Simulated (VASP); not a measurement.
A run of VASP 6.6.1:

File INCAR:

```
SYSTEM = H23NO10
PREC     = Accurate       ! precision mode
ENCUT    = 520            ! plane-wave cutoff, eV
EDIFF    = 1E-6           ! SCF threshold, eV
ISMEAR   = -1             ! smearing method
SIGMA    = 0.02           ! smearing width, eV
LREAL    = Auto         
LASPH    = .True.         ! aspherical terms in the spheres
NELM     = 60             ! most SCF steps
ALGO     = Normal         ! electronic algorithm
ISIF     = 2              ! what is computed and relaxed
LWAVE    = .False.        ! write WAVECAR
LCHARG   = .True.         ! write CHGCAR
GGA      = PE             ! functional
IVDW     = 12             ! dispersion correction
LELF     = .True.         ! ELF
LVHAR    = .True.       
NBANDS   = 67             ! bands
```

The input KPOINTS:

```
regular mesh
0
Gamma
  1 1 1
  0 0 0
```

The input POSCAR:

```
H23NO10
1.0
    7.6099360000      0.0000000000      0.0000000000
    0.0000000000      7.6099360000      0.0000000000
    0.0000000000      0.0000000000      7.6099360000
O H N
10 23 1
Direct
    0.3961925567      0.0860454017      0.7612153374
    0.5398205714      0.2277023092      1.0403504050
    0.7486528139      0.9713485107      0.2406984763
    0.6142364404      0.6562341654      0.8946855795
    0.3627757185      0.0535878357      0.4279273834
   -0.2986227479      0.8915843707      0.6387044517
    0.3390304465      0.4871525858      0.2638786975
    0.2709615429      0.7703744158      0.8355655028
    0.1738647999      0.5704778595      0.5322252382
    0.8735421691      0.3254429472      0.5817394522
    0.2824728092      0.0657167156      0.7990211744
    0.3879270470      0.1361246665      0.6467597099
    0.4863904243      0.3403313773      1.0318483625
    0.4756676009      0.1412626860      0.9878006858
    0.7955388850      1.0730313632      0.1805402831
    0.6822659218      0.9061837051      0.1685559511
    0.5077309454      0.7296907622      0.8898892185
    0.6955774661      0.7229627161      0.8181671961
    0.3079395149     -0.0438768473      0.3407650209
    0.4689264141      0.0741661954      0.3740241705
   -0.3463366840      0.8645276386      0.5093341127
   -0.3970467032      0.9536611083      0.6850123312
    0.3909362707      0.3919349650      0.3224205828
    0.2910668368      0.4508579310      0.1524322938
    0.1507765637      0.8276285109      0.8412028695
    0.2411846828      0.6772593094      0.7550786235
    0.2671901577      0.5616472990      0.4468105908
    0.0850204259      0.6548281089      0.5067585325
    0.9652906411      0.4095960860      0.5592688296
    0.8026611525      0.4090441759      0.6592171077
    0.1682405739      0.7478906524      0.2801731841
    0.0878851018      0.9337923473      0.4028548992
    0.0222735119      0.8739758127      0.1573206398
    0.1081218029      0.8687852303      0.2671901577
```

Potentials or basis: VASP PAW PBE potentials, release 64 (O, H, N).

Run with:

```sh
$ cat potpaw_PBE.64/O/POTCAR potpaw_PBE.64/H/POTCAR potpaw_PBE.64/N/POTCAR > POTCAR
$ mpirun -np 1 vasp_gam > vasp.out
```

Hardware: 1 thread of Intel(R) Xeon(R) Platinum 8259CL CPU @ 2.50GHz (Skylake/Cascade Lake) (shared host).

**Question.** How long does it take, and how much memory?

**Answer.** Wall time 95 s on 1 thread of Intel(R) Xeon(R) Platinum 8259CL CPU @ 2.50GHz (Skylake/Cascade Lake), on a shared host, peak memory 0.46 GiB. Counts: scf iterations 17, k points 1.
